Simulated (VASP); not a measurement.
# Ni (Fm-3m) in VASP: a series of runs

Ni is run at these levels: PBE; tasks: single point.

Program: VASP 6.6.1. These are calculated values, not measurements. Logs are shortened: lines on timing, memory, paths and dates and some standing lists are left out, and cuts for length are marked.

## 1. The cell of the first run

The structure is cubic, space group Fm-3m (No. 225). Conventional cell: a = 3.450 Å, b = 3.450 Å, c = 3.450 Å, α = 90.00°, β = 90.00°, γ = 90.00°. Within 3.2 Å of Ni (site symmetry m-3m) lie 12 Ni at 2.44 Å.

## 2. Single point, PBE, collinear spin, ferromagnetic start

The input, INCAR:

```
  PREC = Accurate
  ENCUT = 520
  EDIFF = 1E-6
  ISMEAR = -1
  SIGMA = 0.05
  LREAL = F
  LASPH = T
  NELM = 150
  ALGO = Normal
  ISIF = 2
  LWAVE = F
  LCHARG = T
  ISPIN = 2
  MAGMOM = 2
  LORBIT = 11
  LMAXMIX = 4
  GGA = PE
  LELF = T
  LVHAR = T
  NBANDS = 15
```

The input, KPOINTS:

```
Automatic mesh
0
Gamma
  15 15 15
```

The input, POSCAR:

```
Ni
1.0
    0.0000000000      1.7250000000      1.7250000000
    1.7250000000      0.0000000000      1.7250000000
    1.7250000000      1.7250000000      0.0000000000
Ni
1
Direct
    0.0000000000      0.0000000000      0.0000000000
```

Potentials or basis: VASP PAW PBE potentials, release 64 (Ni).

Launch:

```sh
cat potpaw_PBE.64/Ni/POTCAR > POTCAR
mpirun -np 1 vasp_std > vasp.out
```

OUTCAR:

```text
PREC = Accurate
   ENCUT = 520
   EDIFF = 1E-6
   ISMEAR = -1
   LREAL = F
   LASPH = T
   NELM = 150
   ISIF = 2
   ISPIN = 2
   LORBIT = 11
   GGA = PE

 ion  position               nearest neighbor table
   1  0.000  0.000  0.000-

  LATTYP: Found a face centered cubic cell.
 ALAT       =     3.4500000000

  Lattice vectors:

 A1 = (   0.0000000000,   1.7250000000,   1.7250000000)
 A2 = (   1.7250000000,   0.0000000000,   1.7250000000)
 A3 = (   1.7250000000,   1.7250000000,   0.0000000000)

Analysis of symmetry for initial positions (statically):
=====================================================================
 Subroutine PRICEL returns:
 Original cell was already a primitive cell.

 Routine SETGRP: Setting up the symmetry group for a
 face centered cubic supercell.

 Subroutine GETGRP returns: Found 48 space group operations
 (whereof 48 operations were pure point group operations)
 out of a pool of 48 trial point group operations.

The static configuration has the point symmetry O_h .

Analysis of symmetry for dynamics (positions and initial velocities):
=====================================================================
 Subroutine PRICEL returns:
 Original cell was already a primitive cell.

 Routine SETGRP: Setting up the symmetry group for a
 face centered cubic supercell.

 Subroutine GETGRP returns: Found 48 space group operations
 (whereof 48 operations were pure point group operations)
 out of a pool of 48 trial point group operations.

The dynamic configuration has the point symmetry O_h .

Analysis of structural, dynamic, and magnetic symmetry:
=====================================================================
 Subroutine PRICEL returns:
 Original cell was already a primitive cell.

 Routine SETGRP: Setting up the symmetry group for a
 face centered cubic supercell.

 Subroutine GETGRP returns: Found 48 space group operations
 (whereof 48 operations were pure point group operations)
 out of a pool of 48 trial point group operations.

The overall configuration has the point symmetry O_h .

 Subroutine INISYM returns: Found 48 space group operations
 (whereof 48 operations are pure point group operations),
 and found     1 'primitive' translations

----------------------------------------------------------------------------------------

                                     Primitive cell

  volume of cell :      10.2659

  direct lattice vectors                    reciprocal lattice vectors
     0.000000000  1.725000000  1.725000000    -0.289855072  0.289855072  0.289855072
     1.725000000  0.000000000  1.725000000     0.289855072 -0.289855072  0.289855072
     1.725000000  1.725000000  0.000000000     0.289855072  0.289855072 -0.289855072

  length of vectors
     2.439518395  2.439518395  2.439518395     0.502043712  0.502043712  0.502043712

  position of ions in fractional coordinates (direct lattice)
     0.000000000  0.000000000  0.000000000

  ion indices of the primitive-cell ions
   primitive index   ion index
                 1           1

----------------------------------------------------------------------------------------

 KPOINTS: Automatic mesh

Automatic generation of k-mesh.
 Grid dimensions read from file:
 generate k-points for:   15   15   15

 Generating k-lattice:

  Cartesian coordinates                     Fractional coordinates (reciprocal lattice)
    -0.019323671  0.019323671  0.019323671     0.066666667  0.000000000  0.000000000
     0.019323671 -0.019323671  0.019323671     0.000000000  0.066666667  0.000000000
     0.019323671  0.019323671 -0.019323671     0.000000000  0.000000000  0.066666667

  Length of vectors
     0.033469581  0.033469581  0.033469581

  Shift w.r.t. Gamma in fractional coordinates (k-lattice)
     0.000000000  0.000000000  0.000000000

 Subroutine IBZKPT returns following result:
 ===========================================

 Found    120 irreducible k-points:

 Following reciprocal coordinates:
            Coordinates               Weight
  0.000000  0.000000  0.000000      1.000000
  0.066667  0.000000  0.000000      8.000000
  0.133333  0.000000  0.000000      8.000000
  0.200000  0.000000  0.000000      8.000000
  0.266667  0.000000  0.000000      8.000000
  0.333333  0.000000  0.000000      8.000000
[... 16 lines left out ...]
  0.133333  0.133333  0.000000      6.000000
  0.200000  0.133333  0.000000     24.000000
 [... further k-points ...]
   k-points           NKPTS =    120   k-points in BZ     NKDIM =    120   number of bands    NBANDS=     15
   number of dos      NEDOS =    301   number of ions     NIONS =      1
   total plane-waves  NPLWV =   5832
   dimension x,y,z NGX =    18 NGY =   18 NGZ =   18
   dimension x,y,z NGXF=    36 NGYF=   36 NGZF=   36
   ions per type =               1
   NGX,Y,Z   is equivalent  to a cutoff of  12.27, 12.27, 12.27 a.u.
   NGXF,Y,Z  is equivalent  to a cutoff of  24.53, 24.53, 24.53 a.u.
 SYSTEM =  unknown system
   PREC   = accura    normal or accurate (medium, high low for compatibility)
   ISTART =      0    job   : 0-new  1-cont  2-samecut
   ICHARG =      2    charge: 1-file 2-atom 10-const
   ISPIN  =      2    spin polarized calculation?
   LNONCOLLINEAR =      F non collinear calculations
   LSORBIT =      F    spin-orbit coupling
   LASPH  =      T    aspherical Exc in radial PAW
   ENCUT  =  520.0 eV  38.22 Ry    6.18 a.u.   4.54  4.54  4.54*2*pi/ulx,y,z
   NELM   =    150;   NELMIN=  2; NELMDL= -5     # of ELM steps
   EDIFF  = 0.1E-05   stopping-criterion for ELM
   LREAL  =      F    real-space projection
   EDIFFG = 0.1E-04   stopping-criterion for IOM
   NSW    =      0    number of steps for IOM
   IBRION =     -1    ionic relax: 0-MD 1-quasi-New 2-CG
   NFREE  =      0    steps in history (QN), initial steepest desc. (CG)
   ISIF   =      2    stress and relaxation
   ISYM   =      2    0-nonsym 1-usesym 2-fastsym
   POTIM  = 0.5000    time-step for ionic-motion
   TEBEG  =    0.0;   TEEND  =   0.0 temperature during run
   PSTRESS=    0.0 pullay stress
   NELECT =      10.0000    total number of electrons
   NUPDOWN=      -1.0000    fix difference up-down
   EMIN   =  10.00;   EMAX   =-10.00  energy-range for DOS
   EFERMI =   0.00;   METHOD = LEGACY
   ISMEAR =    -1;   SIGMA  =   0.05  broadening in eV -4-tet -1-fermi 0-gaus
   EFERMI_NEDOS =   21; number of points for ismear=-14 and -15
   IALGO  =     38    algorithm
   IMIX   =      4    mixing-type and parameters
     AMIX     =   0.40;   BMIX     =  1.00
     AMIX_MAG =   1.60;   BMIX_MAG =  1.00
  volume/ion in A,a.u.               =      10.27        69.28
  Fermi-wavevector in a.u.,A,eV,Ry     =   1.622840  3.066723 35.832440  2.633610
  Thomas-Fermi vector in A             =   2.716388
   LORBIT       =     11    0 simple, 1 ext, 2 COOP (PROOUT), +10 PAW based schemes
   GGA     = PE    functional components
   LHFCALC =     F    Hartree Fock is set to
   AEXX    =    0.0000 exact exchange contribution
   IVDW    =     0    specifies the selected vdW correction
   LEPSILON=     F    determine dielectric tensor
   LRPA    =     F    only Hartree local field effects (RPA)
 spin polarized calculation
  energy-cutoff  :      520.00
  volume of cell :       10.27
 maximum number of plane-waves:       291
 NGX is ok and might be reduce to    18
   NGX =  9   NGY =  9   NGZ =  9

 number of electron      10.0000000 magnetization       2.0000000

 number of electron       9.9999990 magnetization       0.6320856

 Free energy of the ion-electron system (eV)
  ---------------------------------------------------
  ext. energy  EPLUGINS =         0.00000000
  ---------------------------------------------------
  free energy    TOTEN  =        -5.45368562 eV

  energy without entropy =       -5.44052927  energy(sigma->0) =       -5.44710744

 E-fermi :  10.2211     XC(G=0): -13.6021

 val. band max:       10.2125743281   @ k =  -0.4667   0.3333   0.1333
 cond. band min:      10.2226736370   @ k =   0.4000   0.4000   0.0000
 fundamental gap:      0.0100993089
 Fermi energy:        10.2211394713

 spin component 1

 k-point     1 :       0.0000    0.0000    0.0000
  band No.  band energies     occupation
      1       0.8011      1.00000
      2       7.6317      1.00000
      3       7.6317      1.00000
      4       7.6317      1.00000
      5       8.9069      1.00000
      6       8.9069      1.00000
      7      34.4400      0.00000
      8      38.7588      0.00000
      9      38.7588      0.00000
     10      38.7588      0.00000
     11      41.9091      0.00000
     12      41.9091      0.00000
     13      41.9091      0.00000
     14      44.7176      0.00000
     15      51.7089      0.00000
[... 397 lines left out ...]
 k-point    24 :       0.2000    0.1333    0.0000
  band No.  band energies     occupation
      1       2.3635      1.00000
      2       7.1206      1.00000
      3       8.0176      1.00000
      4       8.0464      1.00000
      5       8.5277      1.00000
      6       9.0962      1.00000
      7      30.6308      0.00000
      8      33.3747      0.00000
      9      33.6015      0.00000
     10      36.0084      0.00000
     11      41.1162      0.00000
     12      45.2274      0.00000
     13      46.9118      0.00000
     14      47.5965      0.00000
     15      52.7410      0.00000

 [... further k-points ...]

 spin component 2

 k-point     1 :       0.0000    0.0000    0.0000
  band No.  band energies     occupation
      1       0.7728      1.00000
      2       8.3892      1.00000
      3       8.3892      1.00000
      4       8.3892      1.00000
      5       9.5011      1.00000
      6       9.5011      1.00000
      7      34.2886      0.00000
      8      38.7380      0.00000
      9      38.7380      0.00000
     10      38.7380      0.00000
     11      42.0212      0.00000
     12      42.0212      0.00000
     13      42.0212      0.00000
     14      44.6018      0.00000
     15      51.9335      0.00000
[... 397 lines left out ...]
 k-point    24 :       0.2000    0.1333    0.0000
  band No.  band energies     occupation
      1       2.3418      1.00000
      2       7.8326      1.00000
      3       8.7499      1.00000
      4       8.8104      1.00000
      5       9.1282      1.00000
      6       9.7052      0.99997
      7      30.7068      0.00000
      8      33.4638      0.00000
      9      33.5740      0.00000
     10      35.9923      0.00000
     11      41.3338      0.00000
     12      45.2207      0.00000
     13      46.8609      0.00000
     14      47.5639      0.00000
     15      52.6767      0.00000

 [... further k-points ...]
[... 5 lines left out ...]
  --------------------------------------------------------------------------------------
  -------------------------------------------------------------------------------------
  Total        0.8664024      0.8664024      0.8664024      0.0000000      0.0000000      0.0000000
  in kB      135.2175112    135.2175112    135.2175112      0.0000000      0.0000000      0.0000000
  external PRESSURE =     135.2175112 kB  Pullay stress =       0.0000000 kB

 VOLUME and BASIS-vectors are now :
 -----------------------------------------------------------------------------
  energy-cutoff  :      520.00
  volume of cell :       10.27
      direct lattice vectors                 reciprocal lattice vectors
     0.000000000  1.725000000  1.725000000    -0.289855072  0.289855072  0.289855072
     1.725000000  0.000000000  1.725000000     0.289855072 -0.289855072  0.289855072
     1.725000000  1.725000000  0.000000000     0.289855072  0.289855072 -0.289855072

 POSITION                                       TOTAL-FORCE (eV/Angst)
 -----------------------------------------------------------------------------------
      0.00000      0.00000      0.00000        -0.000000     -0.000000     -0.000000
 -----------------------------------------------------------------------------------
    total drift:                                0.000000     -0.000000      0.000000

  FREE ENERGIE OF THE ION-ELECTRON SYSTEM (eV)
  ---------------------------------------------------
  free  energy   TOTEN  =        -5.4536856190 eV

  energy  without entropy=       -5.4405292673  energy(sigma->0) =       -5.44710744

 total charge

# of ion       s       p       d       tot
------------------------------------------
    1        0.524   0.552   8.343   9.419

 magnetization (x)

# of ion       s       p       d       tot
------------------------------------------
    1       -0.006  -0.026   0.670   0.639
```

Wall time 36 s (1 thread of AMD EPYC 9R45 (Zen 5), shared host); peak memory 0.11 GiB.

What came out:

- Free energy: -5.4537 eV
- Pressure: 13.5 GPa
- Net moment: 0.63 μB per cell
- Site moments: Ni +0.64 μB
- Valence electrons inside the program's atomic spheres: Ni 9.42

Levels at points of the mesh, in eV from the Fermi level:
Spin up:
```csv
k point,band 2,band 3,band 4,band 5,band 6,band 7,band 8,band 9
"(0.00, 0.00, 0.00)",-2.59,-2.59,-2.59,-1.31,-1.31,24.22,28.54,28.54
```
Spin down:
| k point | band 2 | band 3 | band 4 | band 5 | band 6 | band 7 | band 8 | band 9 |
| --- | --- | --- | --- | --- | --- | --- | --- | --- |
| (0.00, 0.00, 0.00) | -1.83 | -1.83 | -1.83 | -0.72 | -0.72 | 24.07 | 28.52 | 28.52 |

## 3. Single point, PBE, collinear spin, ferromagnetic start

The input, INCAR:

```
SYSTEM = Ni
PREC = Accurate
ENCUT = 520
EDIFF = 1E-6
ISMEAR = -1
SIGMA = 0.05
LREAL = .False.
LASPH = .True.
NELM = 150
ALGO = Normal
ISIF = 2
LWAVE = .False.
LCHARG = .False.
ISPIN = 2
MAGMOM = 2
LORBIT = 11
LMAXMIX = 4
GGA = PE
NBANDS = 15
```

The input, KPOINTS:

```
Automatic mesh
0
Gamma
  15 15 15
  0 0 0
```

POSCAR is that of step 2.

Potentials or basis: VASP PAW PBE potentials, release 64 (Ni).

Launch:

```sh
cat potpaw_PBE.64/Ni/POTCAR > POTCAR
mpirun -np 1 vasp_std > vasp.out
```

It took 35 s on 1 thread of AMD EPYC 9R45 (Zen 5), shared host; peak memory 0.11 GiB.

Results (log left out):

```yaml
Free_energy: -5.4537 eV
Pressure: 13.5 GPa
Net_moment: 0.63 μB per cell
Site_moments: Ni +0.64 μB
Valence_electrons_inside_the_program's_atomic_spheres: Ni 9.42
```

Levels at points of the mesh, in eV from the Fermi level:
Spin up:
| k point | band 2 | band 3 | band 4 | band 5 | band 6 | band 7 | band 8 | band 9 |
| --- | --- | --- | --- | --- | --- | --- | --- | --- |
| (0.00, 0.00, 0.00) | -2.59 | -2.59 | -2.59 | -1.31 | -1.31 | 24.22 | 28.54 | 28.54 |
Spin down:
| k point | band 1 | band 2 | band 3 | band 4 | band 5 | band 6 | band 7 | band 8 | band 9 | band 10 |
| --- | --- | --- | --- | --- | --- | --- | --- | --- | --- | --- |
| (0.00, 0.00, 0.00) | -9.45 | -1.83 | -1.83 | -1.83 | -0.72 | -0.72 | 24.07 | 28.52 | 28.52 | 28.52 |

## 4. Single point, PBE, collinear spin, ferromagnetic start

The input, INCAR:

```
ALGO = Normal
EDIFF = 1E-6
ENCUT = 520
GGA = PE
ISIF = 2
ISMEAR = -1
ISPIN = 2
LASPH = True
LCHARG = False
LMAXMIX = 4
LORBIT = 11
LREAL = False
LWAVE = False
MAGMOM = 2
NBANDS = 15
NELM = 150
PREC = Accurate
SIGMA = 0.1
```

The input, KPOINTS:

```
k-points
0
Gamma
  15 15 15
```

POSCAR is that of step 3.

Potentials or basis: VASP PAW PBE potentials, release 64 (Ni).

Launch:

```sh
cat potpaw_PBE.64/Ni/POTCAR > POTCAR
mpirun -np 1 vasp_std > vasp.out
```

OUTCAR:

```text
EDIFF = 1E-6
   ENCUT = 520
   GGA = PE
   ISIF = 2
   ISMEAR = -1
   ISPIN = 2
   LASPH = True
   LORBIT = 11
   LREAL = False
   NELM = 150
   PREC = Accurate

 ion  position               nearest neighbor table
   1  0.000  0.000  0.000-

  LATTYP: Found a face centered cubic cell.
 ALAT       =     3.4500000000

  Lattice vectors:

 A1 = (   0.0000000000,   1.7250000000,   1.7250000000)
 A2 = (   1.7250000000,   0.0000000000,   1.7250000000)
[... 1067 lines left out ...]
 [... further k-points ...]
[... 5 lines left out ...]
  --------------------------------------------------------------------------------------
  -------------------------------------------------------------------------------------
  Total        0.8892200      0.8892200      0.8892200      0.0000000      0.0000000      0.0000000
  in kB      138.7785977    138.7785977    138.7785977      0.0000000      0.0000000      0.0000000
  external PRESSURE =     138.7785977 kB  Pullay stress =       0.0000000 kB

 VOLUME and BASIS-vectors are now :
 -----------------------------------------------------------------------------
  energy-cutoff  :      520.00
  volume of cell :       10.27
      direct lattice vectors                 reciprocal lattice vectors
     0.000000000  1.725000000  1.725000000    -0.289855072  0.289855072  0.289855072
     1.725000000  0.000000000  1.725000000     0.289855072 -0.289855072  0.289855072
     1.725000000  1.725000000  0.000000000     0.289855072  0.289855072 -0.289855072

 POSITION                                       TOTAL-FORCE (eV/Angst)
 -----------------------------------------------------------------------------------
      0.00000      0.00000      0.00000        -0.000000      0.000000      0.000000
 -----------------------------------------------------------------------------------
    total drift:                                0.000000     -0.000000      0.000000

  FREE ENERGIE OF THE ION-ELECTRON SYSTEM (eV)
  ---------------------------------------------------
  free  energy   TOTEN  =        -5.4729469373 eV

  energy  without entropy=       -5.4222503502  energy(sigma->0) =       -5.44759864

 total charge

# of ion       s       p       d       tot
------------------------------------------
    1        0.524   0.552   8.344   9.420

 magnetization (x)

# of ion       s       p       d       tot
------------------------------------------
    1       -0.006  -0.024   0.649   0.619
```

stdout:

```text
POSCAR found type information on POSCAR Ni
 POSCAR found :  1 types and       1 ions
 scaLAPACK will be used
 LDA part: xc-table for (Slater+PW92), standard interpolation
 POSCAR, INCAR and KPOINTS ok, starting setup
 FFT: planning ... GRIDC
 FFT: planning ... GRID_SOFT
 FFT: planning ... GRID
 WAVECAR not read
 entering main loop
```

It took 32 s on 1 thread of AMD EPYC 9R45 (Zen 5), shared host; peak memory 0.11 GiB.

Results:

```
Free energy                                           : -5.4729 eV
Pressure                                              : 13.9 GPa
Net moment                                            : 0.61 μB per cell
Site moments                                          : Ni +0.62 μB
Valence electrons inside the program's atomic spheres : Ni 9.42
```

## 5. Single point, PBE, collinear spin, ferromagnetic start

The input, INCAR:

```
SYSTEM = Ni
PREC = Accurate ; ENCUT = 520
EDIFF = 1E-7 ; ISMEAR = -1
SIGMA = 0.001 ; LREAL = .False.
LASPH = .True. ; NELM = 150
ALGO = Normal ; ISIF = 2
LWAVE = .False. ; LCHARG = .True.
ISPIN = 2 ; MAGMOM = 2
LORBIT = 11 ; LMAXMIX = 4
GGA = PE ; LELF = .True.
LVHAR = .True. ; NBANDS = 15
```

The input, KPOINTS:

```
regular mesh
0
Gamma
  15 15 15
  0 0 0
```

POSCAR is that of step 4.

Launch:

```sh
cat potpaw_PBE.64/Ni/POTCAR > POTCAR
mpirun -np 1 vasp_std > vasp.out
```

Run time: 37 s. Hardware: 1 thread of AMD EPYC 9R45 (Zen 5), shared host; peak memory 0.11 GiB.

The run converged. Its results:

| Quantity | Value |
| --- | --- |
| Free energy | -5.4470 eV |
| Pressure | 13.4 GPa |
| Net moment | 0.63 μB per cell |
| Site moments | Ni +0.63 μB |
| Valence electrons inside the program's atomic spheres | Ni 9.42 |

Levels at points of the mesh, in eV from the Fermi level:
Spin up:
```csv
k point,band 2,band 3,band 4,band 5,band 6,band 7,band 8,band 9
"(0.00, 0.00, 0.00)",-2.59,-2.59,-2.59,-1.30,-1.30,24.22,28.54,28.54
```
Spin down:
```
           k point  band 1  band 2  band 3  band 4  band 5  band 6  band 7  band 8  band 9  band 10
(0.00, 0.00, 0.00)   -9.45   -1.83   -1.83   -1.83   -0.72   -0.72   24.07   28.52   28.52    28.52
```

## 6. Overview

| smearing | gap on the mesh (eV) | pressure (GPa) | moment (μB) |
| --- | --- | --- | --- |
| fermi-dirac 0.05 eV | none | 13.5 | 0.63 |
| fermi-dirac 0.1 eV | none | 13.9 | 0.61 |
| fermi-dirac 0.001 eV | none | 13.4 | 0.63 |

Alike in all rows: task single point; level PBE; potentials or basis VASP PAW PBE potentials, release 64 (Ni); spin collinear, ferromagnetic start; cell as given; k mesh 15 × 15 × 15; cutoff (eV) 520.

Every run on the cell as given and a fine mesh finds a metal.

Absolute energies hang on the potentials; compare differences alone.
